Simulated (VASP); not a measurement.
Wanted: the native input for a VASP 6.6.1 run.

| Property | Result |
| --- | --- |
| Task | single point |
| Functional | PBE |
| Potentials or basis | VASP PAW PBE potentials, release 64 (Ag) |
| Cutoff | 520 eV |
| k mesh | 18 × 18 × 4 |
| Occupations | gaussian, width 0.1 eV |
| Spin | no spin polarisation |
| Dipole correction | no |
| Further INCAR settings | ALGO = Fast; EDIFF = 1e-07; NBANDS = 30 |

The structure of Ag lies in POSCAR:

```
Ag
1.0
    2.9944167841      0.0000000000      0.0000000000
   -1.4972083920      2.5932410046      0.0000000000
    0.0000000000      0.0000000000      9.7510797001
Ag
4
Direct
    0.3333333333      0.6666666667      0.2500000000
    0.6666666667      0.3333333333      0.7500000000
    0.0000000000      0.0000000000      0.0000000000
    0.0000000000      0.0000000000      0.5000000000
```

This isn't the form of Ag at room conditions, which is fcc.

One way to write it, as run:

INCAR

```
SYSTEM = Ag
ALGO = Fast
EDIFF = 1E-7
ENCUT = 520
GGA = PE
ISIF = 2
ISMEAR = 0
LASPH = .True.
LCHARG = .False.
LREAL = .False.
LWAVE = .False.
NBANDS = 30
NELM = 80
PREC = Accurate
SIGMA = 0.1
```

KPOINTS

```
k-points
0
Gamma
  18 18 4
  0 0 0
```

Potentials or basis: VASP PAW PBE potentials, release 64 (Ag).

Launch:

```bash
$ cat potpaw_PBE.64/Ag/POTCAR > POTCAR
$ mpirun -np 1 vasp_std > vasp.out
```

Results of the run:

| Item | Value |
| --- | --- |
| Pressure | -4.5 GPa |
| Band gap on the k mesh | zero (bands 22 and 23 overlap by 6.17 eV) |

Caveat: the cell stands under tension.

It took 4.1 min on 1 thread of Intel(R) Xeon(R) Platinum 8259CL CPU @ 2.50GHz (Skylake/Cascade Lake) (shared host), peak memory 0.33 GiB.
